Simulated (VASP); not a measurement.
AlGa3N4: single point with r2SCAN

AlGa3N4:

```
CELL_PARAMETERS angstrom
4.46534 0.00000 0.00000
0.00000 4.46534 0.00000
0.00000 0.00000 4.46534
ATOMIC_POSITIONS crystal
Al 0.00778 0.99799 0.97941
Ga 0.50223 0.46526 0.02082
Ga 0.49832 0.04544 0.55055
Ga 0.01022 0.51879 0.50456
N 0.72553 0.78253 0.23082
N 0.80089 0.22772 0.74161
N 0.24215 0.75299 0.74574
N 0.21288 0.20927 0.22648
```

This cell differs from its parent crystal: atoms moved at random.

```json
{
  "Program": "VASP 6.6.1",
  "Task": "single point",
  "Functional": "r2SCAN",
  "Potentials or basis": "VASP PAW PBE potentials, release 64 (Al, Ga_d, N)",
  "Cutoff": "520 eV",
  "k mesh": "6 × 6 × 6",
  "Occupations": "gaussian, width 0.05 eV",
  "Spin": "no spin polarisation"
}
```

```yaml
Pressure: 5.2 GPa
Largest_force: 5.705 eV/Å
Band_gap_on_the_k_mesh: 1.88 eV
```

Forces on the atoms (eV/Å):
```
Al  -1.402 -3.416  1.399
Ga   0.223  1.951 -0.199
Ga  -1.208 -3.284 -3.885
Ga  -1.439 -0.173 -2.708
N    0.914 -1.563  0.832
N   -2.070  3.235  0.321
N    1.755 -0.256  1.103
N    3.226  3.507  3.138
```

Stress tensor (GPa, compression positive):
```
6.30 5.28 7.38
5.28 2.89 3.20
7.38 3.20 6.32
```

Levels at points of the mesh, in eV from the valence-band top:
```csv
k point,band 27,band 28,band 29,band 30,band 31,band 32,band 33,band 34,band 35,band 36
"(0.00, 0.00, 0.00)",-2.39,-2.24,-0.69,-0.19,0.00,1.88,3.06,3.79,4.19,6.04
"(0.50, 0.00, 0.00)",-2.63,-1.93,-1.41,-1.26,-0.98,4.24,5.00,6.05,6.39,7.39
"(0.00, 0.50, 0.00)",-2.79,-2.17,-1.59,-1.14,-0.80,4.06,5.35,6.13,6.54,6.90
"(0.00, 0.00, 0.50)",-2.67,-1.96,-1.85,-1.34,-0.67,3.93,4.67,6.07,6.32,7.34
"(0.50, 0.50, 0.00)",-2.43,-1.86,-1.30,-0.94,-0.14,5.25,6.24,6.65,6.99,7.35
"(0.00, 0.50, 0.50)",-2.37,-1.61,-1.07,-0.97,-0.39,5.40,6.07,6.47,6.99,7.77
"(0.50, 0.00, 0.50)",-2.68,-1.86,-1.20,-0.70,-0.35,5.09,5.63,6.79,6.99,7.92
"(0.50, 0.50, 0.50)",-1.15,-0.81,-0.60,-0.48,-0.08,4.40,4.92,5.08,5.96,8.18
```

Wall time 19 min on 1 thread of Intel(R) Xeon(R) Platinum 8375C CPU @ 2.90GHz (Ice Lake) (shared host), peak memory 0.44 GiB.

Caveat: the cell differs from its parent crystal (atoms moved at random); the cell stands under pressure; the PAW data sets were made with another functional, which shifts forces and pressure a little.
